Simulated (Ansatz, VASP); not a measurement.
# Two plane-wave programs on Si2W

INCAR

```
ALGO     = Normal         # electronic algorithm
EDIFF    = 1E-7           # SCF threshold, eV
ENCUT    = 520            # plane-wave cutoff, eV
ISIF     = 2              # what is computed and relaxed
ISMEAR   = 0              # smearing method
LASPH    = True           # aspherical terms in the spheres
LCHARG   = False          # write CHGCAR
LREAL    = False          # projectors in reciprocal space
LWAVE    = False          # write WAVECAR
NBANDS   = 18             # bands
NELM     = 100            # most SCF steps
PREC     = Accurate       # precision mode
SIGMA    = 0.15           # smearing width, eV
```

File KPOINTS:

```
k-points
0
Gamma
  20 20 20
```

Contents of POSCAR:

```
Si2W
1.0
   -1.6034242191      1.6034242191      3.6817826920
    1.6034242191     -1.6034242191      3.6817826920
    1.6034242191      1.6034242191     -3.6817826920
Si W
2 1
Direct
    0.3346644983      0.3346644983      0.0000000000
    0.6653355017      0.6653355017      0.0000000000
    0.0000000000      0.0000000000      0.0000000000
```

Input for Ansatz:

```yaml
crystal:
  lattice:
    - [-1.6034242191, 1.6034242191, 3.681782692]
    - [1.6034242191, -1.6034242191, 3.681782692]
    - [1.6034242191, 1.6034242191, -3.681782692]
  atoms:
    - { symbol: Si, position: [0.3346644983, 0.3346644983, 0.0] }
    - { symbol: Si, position: [0.6653355017, 0.6653355017, 0.0] }
    - { symbol: W, position: [0.0, 0.0, 0.0] }
basis:
  ecutwfc: 420
kpoints:
  mp_grid: { grid: [20, 20, 20] }
hamiltonian:
  xc: lda
  pseudopotentials: { kind: paw, azcp: { folder: soft_1 } }
scf:
  occupations: { method: gaussian, width: 0.15 }
output:
  forces: true
  stress: true
  eigenvalues: true
```

Alike in both runs: task single point; functional LDA; k mesh 20 × 20 × 20; occupations gaussian, width 0.15 eV; no spin polarisation.

|  | VASP | Ansatz |
| --- | --- | --- |
| version | VASP 6.6.1 | Ansatz 0.2.0 |
| potentials or method | VASP PAW LDA potentials, release 64 (Si, W_sv), cutoff 520 eV | scalar-relativistic, plane waves, PAW |
| valence electrons in the cell | 22 | 22 |

Ansatz gave:

| Quantity | Value |
| --- | --- |
| gap on the k mesh at the Fermi level (eV) | none |
| pressure (GPa) | 13.5 |
| traceless stress, the component that is largest in VASP (GPa) | 22.84 |
| rms of the force components (eV/Å) | 0.027 |

**Question.** Estimate VASP's values.

**Answer.** gap on the k mesh at the Fermi level (eV): none; pressure (GPa): 14.3; traceless stress, the component that is largest in VASP (GPa): 22.93; rms of the force components (eV/Å): 0.028.

Ansatz warns that its potentials were made for another functional, while VASP's fit it. LDA's correlation is that of Perdew and Zunger in VASP and of Perdew and Wang (1992) in Ansatz. Atom by atom the forces differ by 0.001 eV/Å (rms over components). A gap of «none» marks a metal or a gap that the smearing closes.

Spin-orbit coupling is off throughout.
